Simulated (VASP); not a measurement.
A run of VASP 6.6.1 is set up as follows.

File INCAR:

```
SYSTEM = LiAl12
ALGO     = Normal         ! electronic algorithm
DIPOL    = 0.5 0.5 0.329
EDIFF    = 1E-7           ! SCF threshold, eV
EDIFFG   = -0.025         ! ionic threshold
ENCUT    = 520            ! plane-wave cutoff, eV
IBRION   = 2              ! ionic algorithm
IDIPOL   = 3            
ISIF     = 2              ! what is computed and relaxed
ISMEAR   = 0              ! smearing method
KPAR     = 2            
LASPH    = .True.         ! aspherical terms in the spheres
LCHARG   = .False.        ! write CHGCAR
LDIPOL   = .True.       
LREAL    = .False.        ! projectors in reciprocal space
LWAVE    = .False.        ! write WAVECAR
NELM     = 80             ! most SCF steps
NSW      = 36             ! ionic steps
PREC     = Accurate       ! precision mode
SIGMA    = 0.1            ! smearing width, eV
```

KPOINTS

```
k-points
0
Gamma
  6 6 1
  0 0 0
```

POSCAR

```
LiAl12
1.0
    5.6336864727      0.0000000000      0.0000000000
   -2.8168432363      4.8789156023      0.0000000000
    0.0000000000      0.0000000000     20.0321727095
Al Li
12 1
Selective dynamics
Direct
    0.3333333333      0.1666666667      0.1996787896  F F F
    0.3333333333      0.6666666667      0.1996787896  F F F
    0.8333333333      0.1666666667      0.1996787896  F F F
    0.8333333333      0.6666666667      0.1996787896  F F F
    0.1666666667      0.3333333333      0.3128097176  F F F
    0.1666666667      0.8333333333      0.3128097176  F F F
    0.6666666667      0.3333333333      0.3128097176  F F F
    0.6666666667      0.8333333333      0.3128097176  F F F
    0.0000000000      0.0000000000      0.4259234799  F F F
    0.0000000000      0.5000000000      0.4259234799  F F F
    0.5000000000      0.0000000000      0.4259234799  F F F
    0.5000000000      0.5000000000      0.4259234799  F F F
    0.1666666667      0.3333333333      0.5181155756  F F T
```

Potentials or basis: VASP PAW LDA potentials, release 64 (Al, Li_sv).

Launch:

```console
$ cat potpaw_LDA.64/Al/POTCAR potpaw_LDA.64/Li_sv/POTCAR > POTCAR
$ mpirun -np 2 vasp_std > vasp.out
```

Task: What does it give for the band gap on the k mesh?

Result: Zero (an odd number of electrons rules out a gap without spin polarisation).

Task: Estimate the energy gained by relaxing.

Result: 7.9 meV/atom.

Final structure:
```
Al Li
1.0
     5.63369    0.00000    0.00000
    -2.81684    4.87892    0.00000
     0.00000    0.00000   20.03217
Al Li
12 1
Direct
  0.33333 0.16667 0.19968
  0.33333 0.66667 0.19968
  0.83333 0.16667 0.19968
  0.83333 0.66667 0.19968
  0.16667 0.33333 0.31281
  0.16667 0.83333 0.31281
  0.66667 0.33333 0.31281
  0.66667 0.83333 0.31281
  0.00000 0.00000 0.42592
  0.00000 0.50000 0.42592
  0.50000 0.00000 0.42592
  0.50000 0.50000 0.42592
  0.16667 0.33333 0.53064
```
